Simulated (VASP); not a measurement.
# Bi (Fm-3m) in VASP: notebook

Bi is run at these levels: PBEsol; tasks: single point, relaxation of cell and atoms.

All numbers are computed with VASP 6.6.1; they aren't measurements. Logs are shortened: lines on timing, memory, paths and dates and some standing lists are left out, and cuts for length are marked.

## Step 1: The cell of the first run

The structure is cubic, space group Fm-3m (No. 225). Conventional cell: a = 4.938 Å, b = 4.938 Å, c = 4.938 Å, α = 90.00°, β = 90.00°, γ = 90.00°. Within 4.6 Å of Bi (site symmetry m-3m) lie 12 Bi at 3.49 Å.

## Step 2: Single point, PBEsol

INCAR reads:

```
PREC = Accurate
ENCUT = 520
EDIFF = 1E-7
ISMEAR = 0
SIGMA = 0.1
LREAL = F
LASPH = T
NELM = 100
ALGO = Fast
ISIF = 2
LWAVE = F
LCHARG = F
GGA = PS
NBANDS = 14
```

KPOINTS reads:

```
Automatic mesh
0
Gamma
  6 6 6
```

POSCAR reads:

```
Bi
1.0
    0.0000000000      2.4691360311      2.4691360311
    2.4691360311      0.0000000000      2.4691360311
    2.4691360311      2.4691360311      0.0000000000
Bi
1
Direct
    0.0000000000      0.0000000000      0.0000000000
```

Potentials or basis: VASP PAW PBE potentials, release 64 (Bi_d).

On the command line:

```console
> cat potpaw_PBE.64/Bi_d/POTCAR > POTCAR
> mpirun -np 1 vasp_std > vasp.out
```

OUTCAR:

```text
PREC = Accurate
   ENCUT = 520
   EDIFF = 1E-7
   ISMEAR = 0
   LREAL = F
   LASPH = T
   NELM = 100
   ISIF = 2
   GGA = PS

 ion  position               nearest neighbor table
   1  0.000  0.000  0.000-

  LATTYP: Found a face centered cubic cell.
 ALAT       =     4.9382720622

  Lattice vectors:

 A1 = (   0.0000000000,   2.4691360311,   2.4691360311)
 A2 = (   2.4691360311,   0.0000000000,   2.4691360311)
 A3 = (   2.4691360311,   2.4691360311,   0.0000000000)

Analysis of symmetry for initial positions (statically):
=====================================================================
 Subroutine PRICEL returns:
 Original cell was already a primitive cell.

 Routine SETGRP: Setting up the symmetry group for a
 face centered cubic supercell.

 Subroutine GETGRP returns: Found 48 space group operations
 (whereof 48 operations were pure point group operations)
 out of a pool of 48 trial point group operations.

The static configuration has the point symmetry O_h .

Analysis of symmetry for dynamics (positions and initial velocities):
=====================================================================
 Subroutine PRICEL returns:
 Original cell was already a primitive cell.

 Routine SETGRP: Setting up the symmetry group for a
 face centered cubic supercell.

 Subroutine GETGRP returns: Found 48 space group operations
 (whereof 48 operations were pure point group operations)
 out of a pool of 48 trial point group operations.

The dynamic configuration has the point symmetry O_h .

 Subroutine INISYM returns: Found 48 space group operations
 (whereof 48 operations are pure point group operations),
 and found     1 'primitive' translations

----------------------------------------------------------------------------------------

                                     Primitive cell

  volume of cell :      30.1068

  direct lattice vectors                    reciprocal lattice vectors
     0.000000000  2.469136031  2.469136031    -0.202499981  0.202499981  0.202499981
     2.469136031  0.000000000  2.469136031     0.202499981 -0.202499981  0.202499981
     2.469136031  2.469136031  0.000000000     0.202499981  0.202499981 -0.202499981

  length of vectors
     3.491885663  3.491885663  3.491885663     0.350740256  0.350740256  0.350740256

  position of ions in fractional coordinates (direct lattice)
     0.000000000  0.000000000  0.000000000

  ion indices of the primitive-cell ions
   primitive index   ion index
                 1           1

----------------------------------------------------------------------------------------

 KPOINTS: Automatic mesh

Automatic generation of k-mesh.
 Grid dimensions read from file:
 generate k-points for:    6    6    6

 Generating k-lattice:

  Cartesian coordinates                     Fractional coordinates (reciprocal lattice)
    -0.033749997  0.033749997  0.033749997     0.166666667  0.000000000  0.000000000
     0.033749997 -0.033749997  0.033749997     0.000000000  0.166666667  0.000000000
     0.033749997  0.033749997 -0.033749997     0.000000000  0.000000000  0.166666667

  Length of vectors
     0.058456709  0.058456709  0.058456709

  Shift w.r.t. Gamma in fractional coordinates (k-lattice)
     0.000000000  0.000000000  0.000000000

 Subroutine IBZKPT returns following result:
 ===========================================

 Found     16 irreducible k-points:

 Following reciprocal coordinates:
            Coordinates               Weight
  0.000000  0.000000  0.000000      1.000000
  0.166667  0.000000  0.000000      8.000000
  0.333333  0.000000  0.000000      8.000000
  0.500000  0.000000  0.000000      4.000000
  0.166667  0.166667  0.000000      6.000000
  0.333333  0.166667  0.000000     24.000000
[... 8 lines left out ...]
 -0.333333  0.333333  0.166667     24.000000
 -0.333333  0.500000  0.166667     12.000000
   k-points           NKPTS =     16   k-points in BZ     NKDIM =     16   number of bands    NBANDS=     14
   number of dos      NEDOS =    301   number of ions     NIONS =      1
   total plane-waves  NPLWV =  21952
   dimension x,y,z NGX =    28 NGY =   28 NGZ =   28
   dimension x,y,z NGXF=    56 NGYF=   56 NGZF=   56
   ions per type =               1
   NGX,Y,Z   is equivalent  to a cutoff of  13.33, 13.33, 13.33 a.u.
   NGXF,Y,Z  is equivalent  to a cutoff of  26.66, 26.66, 26.66 a.u.
 SYSTEM =  unknown system
   PREC   = accura    normal or accurate (medium, high low for compatibility)
   ISTART =      0    job   : 0-new  1-cont  2-samecut
   ICHARG =      2    charge: 1-file 2-atom 10-const
   ISPIN  =      1    spin polarized calculation?
   LNONCOLLINEAR =      F non collinear calculations
   LSORBIT =      F    spin-orbit coupling
   LASPH  =      T    aspherical Exc in radial PAW
   ENCUT  =  520.0 eV  38.22 Ry    6.18 a.u.   6.49  6.49  6.49*2*pi/ulx,y,z
   NELM   =    100;   NELMIN=  2; NELMDL= -5     # of ELM steps
   EDIFF  = 0.1E-06   stopping-criterion for ELM
   LREAL  =      F    real-space projection
   EDIFFG = 0.1E-05   stopping-criterion for IOM
   NSW    =      0    number of steps for IOM
   IBRION =     -1    ionic relax: 0-MD 1-quasi-New 2-CG
   NFREE  =      0    steps in history (QN), initial steepest desc. (CG)
   ISIF   =      2    stress and relaxation
   ISYM   =      2    0-nonsym 1-usesym 2-fastsym
   POTIM  = 0.5000    time-step for ionic-motion
   TEBEG  =    0.0;   TEEND  =   0.0 temperature during run
   PSTRESS=    0.0 pullay stress
   NELECT =      15.0000    total number of electrons
   NUPDOWN=      -1.0000    fix difference up-down
   EMIN   =  10.00;   EMAX   =-10.00  energy-range for DOS
   EFERMI =   0.00;   METHOD = LEGACY
   ISMEAR =     0;   SIGMA  =   0.10  broadening in eV -4-tet -1-fermi 0-gaus
   EFERMI_NEDOS =   21; number of points for ismear=-14 and -15
   IALGO  =     68    algorithm
   IMIX   =      4    mixing-type and parameters
     AMIX     =   0.40;   BMIX     =  1.00
     AMIX_MAG =   1.60;   BMIX_MAG =  1.00
  volume/ion in A,a.u.               =      30.11       203.17
  Fermi-wavevector in a.u.,A,eV,Ry     =   1.297827  2.452538 22.917050  1.684356
  Thomas-Fermi vector in A             =   2.429195
   LORBIT       =      0    0 simple, 1 ext, 2 COOP (PROOUT), +10 PAW based schemes
   GGA     = PS    functional components
   LHFCALC =     F    Hartree Fock is set to
   AEXX    =    0.0000 exact exchange contribution
   IVDW    =     0    specifies the selected vdW correction
   LEPSILON=     F    determine dielectric tensor
   LRPA    =     F    only Hartree local field effects (RPA)
 non-spin polarized calculation
 RMM-DIIS sequential band-by-band and
 Gauss-broadening in eV      SIGMA  =   0.10
  energy-cutoff  :      520.00
  volume of cell :       30.11
 maximum number of plane-waves:       869
 NGX is ok and might be reduce to    28
   NGX = 13   NGY = 13   NGZ = 13

 number of electron      15.0000002 magnetization

 Free energy of the ion-electron system (eV)
  ---------------------------------------------------
  ext. energy  EPLUGINS =         0.00000000
  ---------------------------------------------------
  free energy    TOTEN  =        -4.21352553 eV

  energy without entropy =       -4.20589489  energy(sigma->0) =       -4.20971021

 E-fermi :   8.5090     XC(G=0): -10.6006

 val. band max:        8.4949272596   @ k =  -0.3333   0.1667   0.0000
 cond. band min:       8.6001328109   @ k =   0.5000   0.5000   0.0000
 fundamental gap:      0.1052055513
 Fermi energy:         8.5090260478

 k-point     1 :       0.0000    0.0000    0.0000
  band No.  band energies     occupation
      1     -14.7877      2.00000
      2     -14.7877      2.00000
      3     -14.7877      2.00000
      4     -14.7077      2.00000
      5     -14.7077      2.00000
      6      -5.6052      2.00000
      7      13.4137      0.00000
      8      13.4137      0.00000
      9      13.4137      0.00000
     10      17.2966      0.00000
     11      17.4564      0.00000
     12      19.2312      0.00000
     13      19.2312      0.00000
     14      19.2312      0.00000

 k-point     2 :       0.1667    0.0000    0.0000
  band No.  band energies     occupation
      1     -14.7848      2.00000
      2     -14.7700      2.00000
      3     -14.7700      2.00000
      4     -14.7029      2.00000
      5     -14.7029      2.00000
      6      -5.1098      2.00000
      7       9.5632      0.00000
      8      12.8991      0.00000
      9      12.8991      0.00000
     10      16.2196      0.00000
     11      19.7079      0.00000
     12      19.8694      0.00000
     13      19.8695      0.00000
     14      19.8986      0.00000

 k-point     3 :       0.3333    0.0000    0.0000
  band No.  band energies     occupation
      1     -14.7816      2.00000
      2     -14.7711      2.00000
      3     -14.7711      2.00000
      4     -14.6563      2.00000
      5     -14.6563      2.00000
      6      -3.7381      2.00000
      7       5.0198      2.00000
      8      12.0927      0.00000
      9      12.0927      0.00000
     10      15.7374      0.00000
     11      17.7690      0.00000
     12      18.6252      0.00000
     13      18.6252      0.00000
     14      23.0063      0.00000
[... 188 lines left out ...]
 k-point    15 :      -0.3333    0.3333    0.1667
  band No.  band energies     occupation
      1     -14.7808      2.00000
      2     -14.7541      2.00000
      3     -14.7022      2.00000
      4     -14.6847      2.00000
      5     -14.6232      2.00000
      6      -1.7161      2.00000
      7       4.2104      2.00000
      8       6.5549      2.00000
      9       8.6524      0.04256
     10      16.2376      0.00000
     11      18.1123      0.00000
     12      21.0264      0.00000
     13      21.1448      0.00000
     14      24.4683      0.00000

 k-point    16 :      -0.3333    0.5000    0.1667
  band No.  band energies     occupation
      1     -14.8091      2.00000
      2     -14.7807      2.00000
      3     -14.6741      2.00000
      4     -14.6608      2.00000
      5     -14.6037      2.00000
      6      -1.3312      2.00000
      7       4.3946      2.00000
      8       6.5924      2.00000
      9       7.3168      2.00000
     10      15.5178      0.00000
     11      16.5723      0.00000
     12      21.8424      0.00000
     13      21.8840      0.00000
     14      26.9247      0.00000

------------------------ aborting loop because EDIFF is reached ----------------------------------------

  FORCE on cell =-STRESS in cart. coord.  units (eV):
  Direction    XX          YY          ZZ          XY          YZ          ZX
  --------------------------------------------------------------------------------------
  -------------------------------------------------------------------------------------
  Total       -0.0194682     -0.0194682     -0.0194682     -0.0000000     -0.0000000      0.0000000
  in kB       -1.0360253     -1.0360253     -1.0360253     -0.0000000     -0.0000000      0.0000000
  external PRESSURE =      -1.0360253 kB  Pullay stress =       0.0000000 kB

 VOLUME and BASIS-vectors are now :
 -----------------------------------------------------------------------------
  energy-cutoff  :      520.00
  volume of cell :       30.11
      direct lattice vectors                 reciprocal lattice vectors
     0.000000000  2.469136031  2.469136031    -0.202499981  0.202499981  0.202499981
     2.469136031  0.000000000  2.469136031     0.202499981 -0.202499981  0.202499981
     2.469136031  2.469136031  0.000000000     0.202499981  0.202499981 -0.202499981

 POSITION                                       TOTAL-FORCE (eV/Angst)
 -----------------------------------------------------------------------------------
      0.00000      0.00000      0.00000        -0.000000      0.000000      0.000000
 -----------------------------------------------------------------------------------
    total drift:                               -0.000000     -0.000000     -0.000000

  FREE ENERGIE OF THE ION-ELECTRON SYSTEM (eV)
  ---------------------------------------------------
  free  energy   TOTEN  =        -4.2135255281 eV

  energy  without entropy=       -4.2058948901  energy(sigma->0) =       -4.20971021
```

Wall time 4.9 s (1 thread of Intel Xeon 6975P-C (Granite Rapids), shared host); peak memory 0.15 GiB.

What came out:

```
Free energy : -4.2135 eV
Pressure    : -0.1 GPa
```

Levels at points of the mesh, in eV from the Fermi level:
| k point | band 5 | band 6 | band 7 | band 8 | band 9 | band 10 |
| --- | --- | --- | --- | --- | --- | --- |
| (0.00, 0.00, 0.00) | -23.22 | -14.11 | 4.90 | 4.90 | 4.90 | 8.79 |
| (0.50, 0.00, 0.00) | -23.13 | -11.08 | -5.77 | 3.24 | 3.24 | 7.31 |
| (0.50, 0.50, 0.00) | -23.11 | -9.90 | -4.92 | 0.09 | 0.09 | 3.79 |

Caveat: the k points lie up to 0.37 Å⁻¹ apart; the PAW data sets were made with another functional, which shifts forces and pressure a little; spin-orbit coupling is left out, which moves the levels of the heavy elements.

## Step 3: Single point, PBEsol

This run uses another cell than the first one, of 36.09 Å³/atom, 1.199 times its volume.

INCAR reads:

```
  PREC = Accurate
  ENCUT = 520
  EDIFF = 1E-7
  ISMEAR = 0
  SIGMA = 0.1
  LREAL = F
  LASPH = T
  NELM = 60
  ALGO = Fast
  ISIF = 2
  LWAVE = F
  LCHARG = F
  GGA = PS
  NBANDS = 14
```

KPOINTS reads:

```
regular mesh
0
Gamma
  6 6 6
```

POSCAR reads:

```
Bi
1.0
    0.0000000000      2.6228611384      2.6228611384
    2.6228611384      0.0000000000      2.6228611384
    2.6228611384      2.6228611384      0.0000000000
Bi
1
Direct
    0.0000000000      0.0000000000      0.0000000000
```

Potentials or basis: VASP PAW PBE potentials, release 64 (Bi_d).

On the command line:

```console
> cat potpaw_PBE.64/Bi_d/POTCAR > POTCAR
> mpirun -np 1 vasp_std > vasp.out
```

Wall time 4.9 s (1 thread of Intel Xeon 6975P-C (Granite Rapids), shared host); peak memory 0.14 GiB.

Results (log left out):

```
Free energy : -4.0497 eV
Pressure    : -7.5 GPa
```

Levels at points of the mesh, in eV from the Fermi level:
```tsv
k point	band 4	band 5	band 6	band 7	band 8	band 9	band 10	band 11
(0.00, 0.00, 0.00)	-23.12	-23.12	-12.90	3.81	3.81	3.81	7.01	8.91
(0.50, 0.00, 0.00)	-23.07	-23.07	-10.75	-4.67	2.55	2.55	6.31	8.41
(0.50, 0.50, 0.00)	-23.06	-23.06	-9.96	-3.99	0.13	0.13	3.74	4.93
```

Caveat: the PAW data sets were made with another functional, which shifts forces and pressure a little; spin-orbit coupling is left out, which moves the levels of the heavy elements.

## Step 4: Relaxation of cell and atoms, PBEsol

This run uses another cell than the first one, of 36.09 Å³/atom, 1.199 times its volume.

INCAR reads:

```
SYSTEM = Bi
ALGO     = Normal         ! electronic algorithm
EDIFF    = 1E-7           ! SCF threshold, eV
EDIFFG   = -0.04          ! ionic threshold
ENCUT    = 600            ! plane-wave cutoff, eV
GGA      = PS             ! functional
IBRION   = 2              ! ionic algorithm
ISIF     = 3              ! what is computed and relaxed
ISMEAR   = 0              ! smearing method
LASPH    = .TRUE.         ! aspherical terms in the spheres
LCHARG   = .FALSE.        ! write CHGCAR
LREAL    = .FALSE.        ! projectors in reciprocal space
LWAVE    = .FALSE.        ! write WAVECAR
NELM     = 80             ! most SCF steps
NSW      = 90             ! ionic steps
PREC     = Accurate       ! precision mode
SIGMA    = 0.1            ! smearing width, eV
```

KPOINTS reads:

```
k-points
0
G
  6 6 6
  0 0 0
```

POSCAR is that of step 3.

On the command line:

```console
> cat potpaw_PBE.64/Bi_d/POTCAR > POTCAR
> mpirun -np 1 vasp_std > vasp.out
```

It took 10 s on 1 thread of Intel Xeon 6975P-C (Granite Rapids), shared host; peak memory 0.17 GiB.

Results (log left out):

```yaml
Free_energy: -4.2141 eV
Relaxed_volume: 30.11 Å³/atom
Relaxed_cell: a = 3.492 Å, b = 3.492 Å, c = 3.492 Å, α = 60.00°, β = 60.00°, γ = 60.00°
Space_group_after_relaxing_to_0.05_Å: Fm-3m (No. 225)
Energy_gained_by_relaxing: 164.2 meV/atom
Ionic_steps: 3
Pressure_after_relaxing: 0.0 GPa
```

The path:
```tsv
step	energy change (eV)	largest force (eV/Å)	pressure (GPa)	volume (Å³)
1	0.0000	0.0000	-7.43	36.09
2	-0.1327	0.0000	5.16	28.03
3	-0.1642	0.0000	-0.02	30.11
```

Final structure:
```
CELL_PARAMETERS angstrom
0.00000 2.46928 2.46928
2.46928 0.00000 2.46928
2.46928 2.46928 0.00000
ATOMIC_POSITIONS crystal
Bi 0.00000 0.00000 0.00000
```

Levels at points of the mesh, in eV from the Fermi level:
| k point | band 3 | band 4 | band 5 | band 6 | band 7 | band 8 | band 9 | band 10 | band 11 |
| --- | --- | --- | --- | --- | --- | --- | --- | --- | --- |
| (0.00, 0.00, 0.00) | -23.30 | -23.22 | -23.22 | -14.11 | 4.90 | 4.90 | 4.90 | 8.79 | 8.95 |
| (0.50, 0.00, 0.00) | -23.29 | -23.13 | -23.13 | -11.08 | -5.77 | 3.24 | 3.24 | 7.31 | 8.31 |
| (0.50, 0.50, 0.00) | -23.14 | -23.11 | -23.11 | -9.90 | -4.92 | 0.09 | 0.09 | 3.79 | 5.01 |

Caveat: the volume moved by over 15 % at a fixed basis, so the end points are rough; the PAW data sets were made with another functional, which shifts forces and pressure a little; spin-orbit coupling is left out, which moves the levels of the heavy elements.

## Step 5: Single point, PBEsol

This run uses another cell than the first one, of 30.20 Å³/atom, 1.003 times its volume.

INCAR reads:

```
SYSTEM = Bi
PREC     = Accurate       ! precision mode
ENCUT    = 520            ! plane-wave cutoff, eV
EDIFF    = 1E-6           ! SCF threshold, eV
ISMEAR   = 0              ! smearing method
SIGMA    = 0.1            ! smearing width, eV
LREAL    = .False.        ! projectors in reciprocal space
LASPH    = .True.         ! aspherical terms in the spheres
NELM     = 100            ! most SCF steps
ALGO     = Fast           ! electronic algorithm
ISIF     = 2              ! what is computed and relaxed
LWAVE    = .False.        ! write WAVECAR
LCHARG   = .False.        ! write CHGCAR
GGA      = PS             ! functional
NBANDS   = 14             ! bands
```

KPOINTS reads:

```
Automatic mesh
0
Gamma
  20 20 20
  0 0 0
```

POSCAR reads:

```
Bi
1.0
    0.0000000000      2.4715962052      2.4715962052
    2.4715962052      0.0000000000      2.4715962052
    2.4715962052      2.4715962052      0.0000000000
Bi
1
Direct
    0.0000000000      0.0000000000      0.0000000000
```

On the command line:

```console
> cat potpaw_PBE.64/Bi_d/POTCAR > POTCAR
> mpirun -np 1 vasp_std > vasp.out
```

Run time: 45 s. Hardware: 1 thread of Intel Xeon 6975P-C (Granite Rapids), shared host; peak memory 0.23 GiB.

Results (log left out):

* Free energy: -4.1666 eV
* Pressure: 0.0 GPa

Levels at points of the mesh, in eV from the Fermi level:
```csv
k point,band 3,band 4,band 5,band 6,band 7,band 8,band 9,band 10,band 11,band 12
"(0.00, 0.00, 0.00)",-23.05,-22.97,-22.97,-13.85,5.13,5.13,5.13,9.03,9.15,10.95
"(0.50, 0.00, 0.00)",-23.04,-22.89,-22.89,-10.83,-5.51,3.47,3.47,7.53,8.55,9.82
"(0.50, 0.50, 0.00)",-22.90,-22.87,-22.87,-9.66,-4.66,0.33,0.33,4.03,5.25,17.12
```

Caveat: the PAW data sets were made with another functional, which shifts forces and pressure a little; spin-orbit coupling is left out, which moves the levels of the heavy elements.

[end of part 1 of 2]
